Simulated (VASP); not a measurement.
# MnS (Fm-3m) in VASP: settings compared, part 2 of 2

VASP 6.6.1.

### Step 4. Single point, PBEsol, collinear spin, ferromagnetic start

This run uses another cell than the first one, of 11.59 Å³/atom.

The input, INCAR:

```
SYSTEM = MnS
PREC     = Accurate       ! precision mode
ENCUT    = 520            ! plane-wave cutoff, eV
EDIFF    = 1E-6           ! SCF threshold, eV
ISMEAR   = -1             ! smearing method
SIGMA    = 0.05           ! smearing width, eV
LREAL    = .FALSE.        ! projectors in reciprocal space
LASPH    = .TRUE.         ! aspherical terms in the spheres
NELM     = 150            ! most SCF steps
ALGO     = Normal         ! electronic algorithm
ISIF     = 2              ! what is computed and relaxed
LWAVE    = .FALSE.        ! write WAVECAR
LCHARG   = .TRUE.         ! write CHGCAR
ISPIN    = 2              ! spin polarisation
MAGMOM   = 4 0            ! initial moments
LORBIT   = 11             ! projections on sites
LMAXMIX  = 4              ! l up to which the mixer works
GGA      = PS             ! functional
LELF     = .TRUE.         ! ELF
LVHAR    = .TRUE.       
NBANDS   = 20             ! bands
```

The input, KPOINTS:

```
regular mesh
0
G
  9 9 9
  0 0 0
```

The input, POSCAR:

```
MnS
1.0
    0.0000000000      2.2631375625      2.2631375625
    2.2631375625      0.0000000000      2.2631375625
    2.2631375625      2.2631375625      0.0000000000
Mn S
1 1
Direct
    0.0000000000      0.0000000000      0.0000000000
    0.5000000000      0.5000000000      0.5000000000
```

Potentials or basis: VASP PAW PBE potentials, release 64 (Mn_pv, S).

On the command line:

```bash
cat potpaw_PBE.64/Mn_pv/POTCAR potpaw_PBE.64/S/POTCAR > POTCAR
mpirun -np 1 vasp_std > vasp.out
```

OUTCAR:

```text
SYSTEM = MnS
   PREC = Accurate
   ENCUT = 520
   EDIFF = 1E-6
   ISMEAR = -1
   LREAL = .FALSE.
   LASPH = .TRUE.
   NELM = 150
   ISIF = 2
   ISPIN = 2
   LORBIT = 11
   GGA = PS

 ion  position               nearest neighbor table
   1  0.000  0.000  0.000-   2 2.26   2 2.26   2 2.26   2 2.26   2 2.26   2 2.26
   2  0.500  0.500  0.500-   1 2.26   1 2.26   1 2.26   1 2.26   1 2.26   1 2.26

  LATTYP: Found a face centered cubic cell.
 ALAT       =     4.5262751250

  Lattice vectors:

 A1 = (   0.0000000000,   2.2631375625,   2.2631375625)
 A2 = (   2.2631375625,   0.0000000000,   2.2631375625)
 A3 = (   2.2631375625,   2.2631375625,   0.0000000000)

Analysis of symmetry for initial positions (statically):
=====================================================================
 Subroutine PRICEL returns:
 Original cell was already a primitive cell.

 Routine SETGRP: Setting up the symmetry group for a
 face centered cubic supercell.

 Subroutine GETGRP returns: Found 48 space group operations
 (whereof 48 operations were pure point group operations)
 out of a pool of 48 trial point group operations.

The static configuration has the point symmetry O_h .

Analysis of symmetry for dynamics (positions and initial velocities):
=====================================================================
 Subroutine PRICEL returns:
 Original cell was already a primitive cell.

 Routine SETGRP: Setting up the symmetry group for a
 face centered cubic supercell.

 Subroutine GETGRP returns: Found 48 space group operations
 (whereof 48 operations were pure point group operations)
 out of a pool of 48 trial point group operations.

The dynamic configuration has the point symmetry O_h .

Analysis of structural, dynamic, and magnetic symmetry:
=====================================================================
 Subroutine PRICEL returns:
 Original cell was already a primitive cell.

 Routine SETGRP: Setting up the symmetry group for a
 face centered cubic supercell.
[... 138 lines left out ...]
  volume of cell :       23.18
 maximum number of plane-waves:       637
   NGX = 11   NGY = 11   NGZ = 11

 number of electron      18.9999995 magnetization       2.8130520

 Free energy of the ion-electron system (eV)
  ---------------------------------------------------
  ext. energy  EPLUGINS =         0.00000000
  ---------------------------------------------------
  free energy    TOTEN  =       -14.47943217 eV

  energy without entropy =      -14.46440696  energy(sigma->0) =      -14.47191957

 E-fermi :  11.7609     XC(G=0): -13.0491

 val. band max:       11.7470027402   @ k =   0.2222   0.0000   0.0000
 cond. band min:      11.7660745151   @ k =   0.3333   0.1111   0.0000
 fundamental gap:      0.0190717749
 Fermi energy:        11.7609261352

 spin component 1

 k-point     1 :       0.0000    0.0000    0.0000
  band No.  band energies     occupation
      1     -37.6977      1.00000
      2     -37.6977      1.00000
      3     -37.6977      1.00000
      4      -5.8624      1.00000
      5       8.3708      1.00000
      6       8.3708      1.00000
[... 541 lines left out ...]
     19      30.4863      0.00000
     20      30.4863      0.00000

 [... further k-points ...]

 spin component 2

 k-point     1 :       0.0000    0.0000    0.0000
  band No.  band energies     occupation
      1     -34.9619      1.00000
      2     -34.9619      1.00000
      3     -34.9619      1.00000
      4      -5.6230      1.00000
      5      10.0768      1.00000
      6      10.0768      1.00000
[... 541 lines left out ...]
     19      30.9930      0.00000
     20      30.9930      0.00000

 [... further k-points ...]
[... 5 lines left out ...]
  --------------------------------------------------------------------------------------
  -------------------------------------------------------------------------------------
  Total        4.3978860      4.3978860      4.3978860     -0.0000000     -0.0000000      0.0000000
  in kB      303.9426827    303.9426827    303.9426827     -0.0000000     -0.0000000      0.0000000
  external PRESSURE =     303.9426827 kB  Pullay stress =       0.0000000 kB

 VOLUME and BASIS-vectors are now :
 -----------------------------------------------------------------------------
  energy-cutoff  :      520.00
  volume of cell :       23.18
      direct lattice vectors                 reciprocal lattice vectors
     0.000000000  2.263137562  2.263137562    -0.220932217  0.220932217  0.220932217
     2.263137562  0.000000000  2.263137562     0.220932217 -0.220932217  0.220932217
     2.263137562  2.263137562  0.000000000     0.220932217  0.220932217 -0.220932217

 POSITION                                       TOTAL-FORCE (eV/Angst)
 -----------------------------------------------------------------------------------
      0.00000      0.00000      0.00000         0.000000     -0.000000     -0.000000
      2.26314      2.26314      2.26314        -0.000000      0.000000      0.000000
 -----------------------------------------------------------------------------------
    total drift:                                0.000000     -0.000000     -0.000000

  FREE ENERGIE OF THE ION-ELECTRON SYSTEM (eV)
  ---------------------------------------------------
  free  energy   TOTEN  =       -14.4794321739 eV

  energy  without entropy=      -14.4644069645  energy(sigma->0) =      -14.47191957

 total charge

# of ion       s       p       d       tot
------------------------------------------
    1        0.325   6.337   5.321  11.983
    2        1.314   2.474   0.000   3.788
--------------------------------------------------
tot          1.639   8.811   5.321  15.772

 magnetization (x)

# of ion       s       p       d       tot
------------------------------------------
    1        0.055   0.037   2.562   2.654
    2        0.012   0.033   0.000   0.046
--------------------------------------------------
tot          0.067   0.071   2.562   2.699
```

stdout:

```text
POSCAR found type information on POSCAR MnS
 POSCAR found :  2 types and       2 ions
 scaLAPACK will be used
 -----------------------------------------------------------------------------
|                                                                             |
|                                                                             |
|     You enforced a specific xc type in the INCAR file but a different       |
|     I HOPE YOU KNOW WHAT YOU ARE DOING!                                     |
|                                                                             |
 -----------------------------------------------------------------------------

 LDA part: xc-table for (Slater+PW92), standard interpolation
 POSCAR, INCAR and KPOINTS ok, starting setup
 FFT: planning ... GRIDC
 FFT: planning ... GRID_SOFT
 FFT: planning ... GRID
 WAVECAR not read
 entering main loop
```

Wall time 52 s (1 thread of Intel Xeon 8259CL, shared host); peak memory 0.16 GiB.

Results:

```yaml
Free_energy: -14.4794 eV
Pressure: 30.4 GPa
Net_moment: 2.81 μB per cell
Site_moments: Mn +2.65; S +0.05 μB
Valence_electrons_inside_the_program's_atomic_spheres: Mn 11.98; S 3.79
```

Levels at points of the mesh, in eV from the Fermi level:
Spin up:
```csv
k point,band 7,band 8,band 9,band 10,band 11,band 12,band 13,band 14,band 15,band 16
"(0.00, 0.00, 0.00)",-3.39,-3.07,-3.07,-1.86,-1.86,-1.86,6.38,10.30,10.30,10.30
```
Spin down:
```
           k point  band 5  band 6  band 7  band 8  band 9  band 10  band 11  band 12
(0.00, 0.00, 0.00)   -1.68   -1.68   -1.68   -1.28   -1.28    -1.28    -1.18    -1.18
```

Caveat: the cell stands under pressure; the PAW data sets were made with another functional, which shifts forces and pressure a little; a cell with one magnetic atom can't hold antiferromagnetic order, which such compounds often take; semilocal functionals often make such compounds metallic where correlation or magnetic order opens a gap, which also shifts bond lengths.

### Step 5. Summary

| task | level | cell | k mesh | cutoff (eV) | grid for exact exchange (PRECFOCK) | share of exact exchange | screening parameter | gap on the mesh (eV) | pressure (GPa) | moment (μB) |
| --- | --- | --- | --- | --- | --- | --- | --- | --- | --- | --- |
| relaxation of cell and atoms | BLYP | relaxed from a = 3.683 Å, angles 60.0°, 2 atoms | 9 × 9 × 9 | 600 | - | - | - | none | 0.1 | 4.70 |
| single point | HSE06 | a = 3.683 Å, angles 60.0°, 2 atoms | 5 × 5 × 5 | 520 | Normal | 0.25 | 0.2079 1/Å | 1.18 | 1.9 | 5.00 |
| single point | PBEsol | a = 3.201 Å, angles 60.0°, 2 atoms | 9 × 9 × 9 | 520 | - | - | - | none | 30.4 | 2.81 |

Alike in all rows: potentials or basis VASP PAW PBE potentials, release 64 (Mn_pv, S); spin collinear, ferromagnetic start; smearing fermi-dirac 0.05 eV.

Caveats: the PAW data sets were made with another functional, which shifts forces and pressure a little; a cell with one magnetic atom can't hold antiferromagnetic order, which such compounds often take; semilocal functionals often make such compounds metallic where correlation or magnetic order opens a gap, which also shifts bond lengths (at least some runs); an odd mesh through Γ misses points on the zone boundary, where band edges can lie (at least some runs); the cell stands under pressure (at least some runs).

Absolute energies hang on the potentials; compare differences alone.
